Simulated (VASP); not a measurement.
## SiC5: single point with PBE

The system is SiC5.

```xyz
6
Lattice="4.4057 0.0000 0.0000 -2.2028 3.8154 0.0000 0.0000 0.0000 4.1930" Properties=species:S:1:pos:R:3 pbc="T T T"
Si    0.0000    0.0000    2.0965
C     0.0000    2.5436    2.0965
C    -1.4776    2.5594    0.0000
C     2.9553    0.0000    0.0000
C     0.7252    1.2561    0.0000
C     2.2028    1.2718    2.0965
```

The cell was built from a structure type or drawn by symmetry, and may not be a known phase.

```yaml
Program: VASP 6.6.1
Task: single point
Functional: PBE
Potentials_or_basis: VASP PAW PBE potentials, release 64 (Si, C)
Cutoff: 520 eV
k_mesh: 6 × 6 × 4
Occupations: gaussian, width 0.1 eV
Spin: no spin polarisation
Dipole_correction: no
Further_INCAR_settings: ALGO = Normal; EDIFF = 1e-07; NBANDS = 21
```

```
Pressure               : -29.0 GPa
Largest force          : 0.220 eV/Å
Band gap on the k mesh : zero (bands 12 and 13 overlap by 3.18 eV)
```

Forces on the atoms (eV/Å):
```
Si   0.000  0.000  0.000
C    0.000  0.000  0.000
C   -0.110  0.190  0.000
C    0.220  0.000  0.000
C   -0.110 -0.190  0.000
C    0.000  0.000  0.000
```

Stress tensor (GPa, compression positive):
```
-29.82   0.00   0.00
  0.00 -29.82   0.00
  0.00   0.00 -27.30
```

Levels at points of the mesh, in eV from the Fermi level:
```csv
k point,band 9,band 10,band 11,band 12,band 13,band 14,band 15,band 16
"(0.00, 0.00, 0.00)",-3.58,-0.80,-0.80,-0.50,0.38,0.38,0.50,0.50
"(0.50, 0.00, 0.00)",-2.88,-1.78,-0.85,-0.27,-0.26,0.58,1.39,1.78
"(0.00, 0.00, 0.50)",-3.29,-2.76,-2.04,-2.04,-1.95,-1.95,0.99,1.29
"(0.50, 0.00, 0.50)",-0.24,-0.14,-0.07,1.23,1.55,1.60,1.70,2.03
```

Wall time 41 s on 1 thread of AMD EPYC 9R14 (Zen 4) (shared host), peak memory 0.16 GiB.

Caveat: the k points lie up to 0.37 Å⁻¹ apart, too coarse for converged energies and pressures of a metal.
